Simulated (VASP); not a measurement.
Write the native input for VASP 6.6.1 that does the following.

* Task: single point
* Functional: LDA
* Potentials or basis: VASP PAW LDA potentials, release 64 (Hf_pv, B)
* Cutoff: 520 eV
* k mesh: 10 × 10 × 10
* Occupations: gaussian, width 0.1 eV
* Spin: no spin polarisation
* Dipole correction: no
* Further INCAR settings: ALGO = Normal; EDIFF = 1e-06; NBANDS = 14

The structure of HfB lies in POSCAR:

```
HfB
1.0
    3.2668333300      0.0000000000      0.0000000000
    1.6334166650      2.8291606537      0.0000000000
    1.6334166650      0.9430535512      2.6673582444
Hf B
1 1
Direct
    0.5000000000      0.5000000000      0.5000000000
    0.0000000000      0.0000000000      0.0000000000
```

These files were run (other wordings do the same):

INCAR

```
PREC = Accurate ; ENCUT = 520
EDIFF = 1E-6 ; ISMEAR = 0
SIGMA = 0.1 ; LREAL = False
LASPH = True ; NELM = 80
ALGO = Normal ; ISIF = 2
LWAVE = False ; LCHARG = False
GGA = CA ; NBANDS = 14
```

KPOINTS

```
Automatic mesh
0
Gamma
  10 10 10
```

Potentials or basis: VASP PAW LDA potentials, release 64 (Hf_pv, B).

Launch:

```console
$ cat potpaw_LDA.64/Hf_pv/POTCAR potpaw_LDA.64/B/POTCAR > POTCAR
$ mpirun -np 1 vasp_std > vasp.out
```

It gave:

The pressure is 19.6 GPa.

It took 5.6 s on 1 thread of Intel Xeon 6975P-C, with other jobs on the host, peak memory 0.14 GiB.
